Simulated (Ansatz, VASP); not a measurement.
## BPd4 in VASP and in Ansatz

```
CELL_PARAMETERS angstrom
3.93701 0.00000 0.00000
-1.96851 3.40955 0.00000
0.00000 0.00000 5.01212
ATOMIC_POSITIONS crystal
B 0.66667 0.33333 0.89559
Pd 0.50667 0.49333 0.58597
Pd 0.50667 0.01334 0.58597
Pd 0.98666 0.49333 0.58597
Pd 0.00000 0.00000 0.15881
```

Alike in both runs: task relaxation of cell and atoms; functional PBE; k mesh 6 × 6 × 4; occupations gaussian, width 0.1 eV; no spin polarisation.

```csv
,VASP,Ansatz
version,VASP 6.6.1,Ansatz 0.2.0
potentials or method,"VASP PAW PBE potentials, release 64 (B, Pd), cutoff 600 eV","scalar-relativistic, plane waves, PAW"
valence electrons in the cell,43,75
```

|  | VASP | Ansatz | Ansatz less VASP |
| --- | --- | --- | --- |
| gap on the k mesh at the Fermi level, each at its own relaxed structure (eV) | none | none | - |
| relaxed volume (Å³/atom) | 14.22 | 14.24 | +0.023 |
| relaxed cell length with the largest relative difference (Å) | 2.774 | 2.766 | -0.0080 |

A gap of «none» marks a metal or a gap that the smearing closes. VASP's potentials hold 43 valence electrons a cell and Ansatz's 75, so a difference there can come from the potentials and not from the codes.
